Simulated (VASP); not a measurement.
# Te2Mo in VASP: notebook, part 2 of 2

VASP 6.6.1. Earlier steps stand in the parts before.

**5. Single point, PBE (atoms moved at random)**

File INCAR:

```
  ALGO = Normal
  EDIFF = 1E-6
  ENCUT = 520
  GGA = PE
  ISIF = 2
  ISMEAR = -1
  LASPH = T
  LCHARG = F
  LREAL = F
  LWAVE = F
  NBANDS = 35
  NELM = 100
  PREC = Accurate
  SIGMA = 0.05
```

File KPOINTS:

```
k-points
0
Gamma
  9 9 2
```

File POSCAR:

```
Te2Mo
1.0
    3.5182000000      0.0000000000      0.0000000000
   -1.7591000000      3.0468505756      0.0000000000
    0.0000000000      0.0000000000     13.9736000000
Te Mo
4 2
Direct
    0.6822110000      0.3500440000      0.3794080000
    0.3326170000      0.6686400000      0.8801280000
    0.6757690000      0.3414140000      0.1238430000
    0.3448300000      0.6749580000      0.6230410000
    0.6528290000      0.3186500000      0.7488880000
    0.3194740000      0.6567010000      0.2524740000
```

Potentials or basis: VASP PAW PBE potentials, release 64 (Te, Mo_sv).

Launch:

```
$ cat potpaw_PBE.64/Te/POTCAR potpaw_PBE.64/Mo_sv/POTCAR > POTCAR
$ mpirun -np 1 vasp_std > vasp.out
```

OUTCAR:

```text
EDIFF = 1E-6
   ENCUT = 520
   GGA = PE
   ISIF = 2
   ISMEAR = -1
   LASPH = T
   LREAL = F
   NELM = 100
   PREC = Accurate

 ion  position               nearest neighbor table
   1  0.682  0.350  0.379-   6 2.63   6 2.70   6 2.76   3 3.57
   2  0.333  0.669  0.880-   5 2.70   5 2.75   5 2.77   4 3.59
   3  0.676  0.341  0.124-   6 2.66   6 2.72   6 2.75   1 3.57
   4  0.345  0.675  0.623-   5 2.63   5 2.68   5 2.75   2 3.59
   5  0.653  0.319  0.749-   4 2.63   4 2.68   2 2.70   2 2.75   4 2.75   2 2.77
   6  0.319  0.657  0.252-   1 2.63   3 2.66   1 2.70   3 2.72   3 2.75   1 2.76

  LATTYP: Found a hexagonal cell.
 ALAT       =     3.5182000000
 C/A-ratio  =     3.9718037633

  Lattice vectors:

 A1 = (   3.5182000000,   0.0000000000,   0.0000000000)
 A2 = (  -1.7591000000,   3.0468505756,   0.0000000000)
 A3 = (   0.0000000000,   0.0000000000,  13.9736000000)

Analysis of symmetry for initial positions (statically):
=====================================================================
 Subroutine PRICEL returns:
 Original cell was already a primitive cell.

[... 181 lines left out ...]
 fundamental gap:      0.7430788690
 Fermi energy:         8.5564058973

 k-point     1 :       0.0000    0.0000    0.0000
  band No.  band energies     occupation
      1     -52.6571      2.00000
      2     -52.6541      2.00000
      3     -26.8320      2.00000
      4     -26.8258      2.00000
      5     -26.7217      2.00000
      6     -26.7114      2.00000
[... 901 lines left out ...]
     34      12.2944      0.00000
     35      12.6193      0.00000

 [... further k-points ...]

------------------------ aborting loop because EDIFF is reached ----------------------------------------

  FORCE on cell =-STRESS in cart. coord.  units (eV):
  Direction    XX          YY          ZZ          XY          YZ          ZX
  --------------------------------------------------------------------------------------
  -------------------------------------------------------------------------------------
  Total        3.1757744      3.0089087      4.7661399      0.1329856      0.0112850      0.1932762
  in kB       33.9688027     32.1839698     50.9797122      1.4224436      0.1207073      2.0673260
  external PRESSURE =      39.0441616 kB  Pullay stress =       0.0000000 kB

 VOLUME and BASIS-vectors are now :
 -----------------------------------------------------------------------------
  energy-cutoff  :      520.00
  volume of cell :      149.79
      direct lattice vectors                 reciprocal lattice vectors
     3.518200000  0.000000000  0.000000000     0.284236257  0.164103880  0.000000000
    -1.759100000  3.046850576  0.000000000     0.000000000  0.328207759  0.000000000
     0.000000000  0.000000000 13.973600000     0.000000000  0.000000000  0.071563520

 POSITION                                       TOTAL-FORCE (eV/Angst)
 -----------------------------------------------------------------------------------
      1.78439      1.06653      5.30170        -0.456893     -0.592985      0.664445
     -0.00599      2.03725     12.29856        -0.122120     -0.344656     -0.079133
      1.77691      1.04024      1.73053        -0.365908     -0.406314     -0.353068
      0.02586      2.05650      8.70613        -0.339852     -0.545258     -0.780997
      1.73625      0.97088     10.46466         0.462609      0.897831      0.871817
     -0.03123      2.00087      3.52797         0.822164      0.991381     -0.323063
 -----------------------------------------------------------------------------------
    total drift:                                0.000013     -0.000048     -0.000182

  FREE ENERGIE OF THE ION-ELECTRON SYSTEM (eV)
  ---------------------------------------------------
  free  energy   TOTEN  =       -35.8614681475 eV

  energy  without entropy=      -35.8614301791  energy(sigma->0) =      -35.86144916
```

OSZICAR:

```text
N       E                     dE             d eps       ncg     rms          rms(c)
DAV:   1     0.396690256621E+03    0.39669E+03   -0.26978E+04  6532   0.133E+03
DAV:   2    -0.155247208919E+02   -0.41221E+03   -0.39903E+03  6988   0.319E+02
DAV:   3    -0.365918238680E+02   -0.21067E+02   -0.20607E+02  6987   0.631E+01
DAV:   4    -0.370817025338E+02   -0.48988E+00   -0.48754E+00  6743   0.959E+00
DAV:   5    -0.370938428861E+02   -0.12140E-01   -0.12136E-01  7114   0.156E+00    0.220E+01
DAV:   6    -0.363275396806E+02    0.76630E+00   -0.54437E+00  6253   0.129E+01    0.888E+00
DAV:   7    -0.362869673264E+02    0.40572E-01   -0.46066E+00  5928   0.104E+01    0.621E+00
DAV:   8    -0.358627084926E+02    0.42426E+00   -0.95383E-01  5961   0.541E+00    0.268E+00
DAV:   9    -0.358682444209E+02   -0.55359E-02   -0.19813E-01  6778   0.202E+00    0.111E+00
DAV:  10    -0.358613285542E+02    0.69159E-02   -0.29307E-02  6206   0.101E+00    0.362E-01
DAV:  11    -0.358616994120E+02   -0.37086E-03   -0.33209E-03  7493   0.301E-01    0.195E-01
DAV:  12    -0.358615439209E+02    0.15549E-03   -0.71326E-04  6599   0.154E-01    0.144E-01
DAV:  13    -0.358614909136E+02    0.53007E-04   -0.12122E-04  6458   0.560E-02    0.113E-01
DAV:  14    -0.358614753028E+02    0.15611E-04   -0.34139E-05  6484   0.286E-02    0.737E-02
DAV:  15    -0.358614707932E+02    0.45095E-05   -0.13549E-05  6638   0.180E-02    0.311E-02
DAV:  16    -0.358614686154E+02    0.21778E-05   -0.37301E-06  5328   0.101E-02    0.152E-02
DAV:  17    -0.358614681475E+02    0.46796E-06   -0.42773E-07  3347   0.359E-03
   1 F= -.35861468E+02 E0= -.35861449E+02  d E =-.379684E-04
```

Wall time 4.6 min (1 thread of AMD EPYC 9R45 (Zen 5), shared host); peak memory 0.47 GiB.

Results:

```yaml
Free_energy: -35.8615 eV
Pressure: 3.9 GPa
Largest_force: 1.334 eV/Å
Band_gap_on_the_k_mesh: 0.74 eV (least direct gap 1.02 eV)
```

Forces in eV/Å, atoms in the order of the input:
```
Te  -0.457 -0.593  0.664
Te  -0.122 -0.345 -0.079
Te  -0.366 -0.406 -0.353
Te  -0.340 -0.545 -0.781
Mo   0.463  0.898  0.872
Mo   0.822  0.991 -0.323
```

Stress tensor (GPa, compression positive):
```
3.40 0.14 0.21
0.14 3.22 0.01
0.21 0.01 5.10
```

Caveat: the cell differs from its parent crystal (atoms moved at random); the cell stands under pressure; semilocal functionals underestimate gaps, and a narrow one can read as zero; spin-orbit coupling is left out, which moves the levels of the heavy elements; forces of over 1 eV/Å act on the atoms, so gaps and moduli don't describe the material at rest. A k mesh can miss the band edges.

**6. The runs side by side**

| level | cell | gap on the mesh (eV) | pressure (GPa) | largest force (eV/Å) |
| --- | --- | --- | --- | --- |
| r2SCAN+rVV10 | a = 3.542, b = 3.542, c = 14.066 Å, angles 90.0, 90.0, 120.0°, 6 atoms, atomic positions A | 0.88 | -0.6 | 0.27 |
| r2SCAN+rVV10 | a = 3.564, b = 3.564, c = 14.157 Å, angles 90.0, 90.0, 120.0°, 6 atoms, atomic positions A | 0.89 | -2.4 | 0.51 |
| r2SCAN+rVV10 | a = 3.587, b = 3.587, c = 14.248 Å, angles 90.0, 90.0, 120.0°, 6 atoms, atomic positions A | 0.89 | -4.1 | 0.74 |
| PBE | a = 3.518, b = 3.518, c = 13.974 Å, angles 90.0, 90.0, 120.0°, 6 atoms, atomic positions B | 0.74 | 3.9 | 1.33 |

Alike in all rows: task single point; potentials or basis VASP PAW PBE potentials, release 64 (Te, Mo_sv); no spin polarisation; k mesh 9 × 9 × 2; cutoff (eV) 520; smearing fermi-dirac 0.05 eV.

Caveats: spin-orbit coupling is left out, which moves the levels of the heavy elements; the PAW data sets were made with another functional, which shifts forces and pressure a little (at least some runs); the cell stands under tension (at least some runs); the cell stands under pressure (at least some runs); semilocal functionals underestimate gaps, and a narrow one can read as zero (at least some runs); forces of over 1 eV/Å act on the atoms, so gaps and moduli don't describe the material at rest (at least some runs).

Total energies depend on the potentials used, so only differences within one code and one set of settings carry meaning.

**7. How close it comes**

Step 2. Against the measured gap of Te2Mo, 0.88 eV (indirect; 300 K; quoted in “Broadband infrared study of pressure-tunable Fano resonance and metallization transition in 2H-MoTe2”, 2022, pmc:9569381), the calculated 0.88 eV is off by 0.00 eV. Spin-orbit coupling on Mo, Te is left out. The value is that of r2SCAN+rVV10 on a finite k mesh, which can miss the band edges, without temperature or zero-point motion.
